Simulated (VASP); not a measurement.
## CdS: single point with r2SCAN

Crystal: CdS.

```
Cd S
1.0
     3.76263    0.00000    0.00000
    -1.88132    3.25853    0.00000
     0.00000    0.00000    6.31370
Cd S
2 2
Cartesian
  0.0000 0.0000 0.0000
  0.0000 0.0000 3.1568
  0.0000 2.1724 1.5784
  1.8813 1.0862 4.7353
```

- Program: VASP 6.6.1
- Task: single point
- Functional: r2SCAN
- Potentials or basis: VASP PAW PBE potentials, release 64 (Cd, S)
- Cutoff: 520 eV
- k mesh: 6 × 6 × 4
- Occupations: gaussian, width 0.01 eV
- Spin: no spin polarisation
- Dipole correction: no
- Further INCAR settings: ALGO = Normal; EDIFF = 1e-07; NBANDS = 26

```
Pressure               : 6.4 GPa
Band gap on the k mesh : 1.45 eV (least direct gap 1.55 eV)
```

Stress tensor (GPa, compression positive):
```
6.23 0.00 0.00
0.00 6.23 0.00
0.00 0.00 6.87
```

Levels at points of the mesh, in eV from the valence-band top:
| k point | band 16 | band 17 | band 18 | band 19 | band 20 | band 21 |
| --- | --- | --- | --- | --- | --- | --- |
| (0.00, 0.00, 0.00) | -0.92 | 0.00 | 0.00 | 1.55 | 4.00 | 7.28 |
| (0.50, 0.00, 0.00) | -2.37 | -1.54 | -0.05 | 3.08 | 4.30 | 4.33 |
| (0.00, 0.00, 0.50) | -0.43 | -0.43 | -0.43 | 3.91 | 3.91 | 7.43 |
| (0.50, 0.00, 0.50) | -1.46 | -1.34 | -1.34 | 2.58 | 2.58 | 6.29 |

Run time: 3.1 min on 1 thread of Intel Xeon 8259CL, with other jobs on the host, peak memory 0.21 GiB.

Caveat: the cell stands under pressure; the PAW data sets were made with another functional, which shifts forces and pressure a little. A k mesh can miss the band edges.
